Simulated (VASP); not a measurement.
Runs of VASP 6.6.1 on Y. The structure is that of space group Fm-3m (No. 225), or close to it. The cells are those of the table. This isn't the form of Y at room conditions, which is hcp.

```tsv
cell	gap on the mesh (eV)	pressure (GPa)
a = 3.576 Å, angles 60.0°, 1 atom	none	(b)
a = 3.483 Å, angles 60.0°, 1 atom	none	1.0
a = 3.545 Å, angles 60.0°, 1 atom	none	-1.2
a = 3.418 Å, angles 60.0°, 1 atom	none	3.9
a = 3.606 Å, angles 60.0°, 1 atom	none	-2.9
a = 3.451 Å, angles 60.0°, 1 atom	none	(a)
a = 3.514 Å, angles 60.0°, 1 atom	none	-0.1
```

Alike in all rows: task single point; level PBEsol; potentials or basis VASP PAW PBE potentials, release 64 (Y_sv); no spin polarisation; k mesh 10 × 10 × 10; cutoff (eV) 520; smearing methfessel-paxton 0.15 eV.

Question: Fill in the values left out.

Answer: (a) 2.4; (b) -2.1.

Caveats: the PAW data sets were made with another functional, which shifts forces and pressure a little; the cell stands under pressure (at least some runs).

A k mesh can miss the band edges, and the runs leave out spin-orbit coupling on Y.

A gap of «none» marks levels without a gap at the run's occupations.
